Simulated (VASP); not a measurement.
Wanted: the native input for a VASP 6.6.1 run.

| Property | Result |
| --- | --- |
| Task | single point |
| Functional | PBE |
| Potentials or basis | VASP PAW PBE potentials, release 64 (Ge_d) |
| Cutoff | 520 eV |
| k mesh | 11 × 11 × 11 |
| Occupations | fermi-dirac, width 0.08 eV |
| Spin | no spin polarisation |
| Dipole correction | no |
| Further INCAR settings | ALGO = Normal; EDIFF = 1e-06; NBANDS = 21 |

The structure of Ge lies in POSCAR:

```
Ge
1.0
    0.0000000000      2.3168606017      2.3168606017
    2.3168606017      0.0000000000      2.3168606017
    2.3168606017      2.3168606017      0.0000000000
Ge
2
Direct
   -0.1250000000     -0.1250000000     -0.1250000000
    0.1250000000      0.1250000000      0.1250000000
```

These files were run (other wordings do the same):

INCAR

```
PREC = Accurate ; ENCUT = 520
EDIFF = 1E-6 ; ISMEAR = -1
SIGMA = 0.08 ; LREAL = F
LASPH = T ; NELM = 60
ALGO = Normal ; ISIF = 2
LWAVE = F ; LCHARG = F
GGA = PE ; NBANDS = 21
```

KPOINTS

```
Automatic mesh
0
Gamma
  11 11 11
```

Potentials or basis: VASP PAW PBE potentials, release 64 (Ge_d).

The run is started by

```console
$ cat potpaw_PBE.64/Ge_d/POTCAR > POTCAR
$ mpirun -np 1 vasp_std > vasp.out
```

Results of the run:

* Pressure: 172.1 GPa
* Band gap on the k mesh: zero (bands 14 and 15 overlap by 0.92 eV)

Caveat: the cell stands under pressure.

It took 18 s on 1 thread of AMD EPYC 7R13 Processor (Zen 3) (shared host), peak memory 0.12 GiB.
